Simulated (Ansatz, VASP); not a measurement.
## Two plane-wave programs on P

```
P
1.0
     0.00000    1.89865    1.89865
     1.89865    0.00000    1.89865
     1.89865    1.89865    0.00000
P
1
Direct
  0.00000 0.00000 0.00000
```

Change from the starting cell: volume scaled by 0.9405, PAW files.

Alike in both runs: task electric field gradients; functional PBE; k mesh 20 × 20 × 20; occupations fermi-dirac, width 0.05 eV; no spin polarisation.

```csv
,VASP,Ansatz
version,VASP 6.6.1,Ansatz 0.2.0
potentials or method,"VASP PAW PBE potentials, release 64 (P)","PAW with Ansatz's default frozen-core files, scalar-relativistic"
plane-wave cutoff (eV),520,420
valence electrons in the cell,5,5
```

VASP gave:

* pressure (GPa): 6.0

Task: Estimate Ansatz's values.

Result: Pressure (GPa): 6.2.
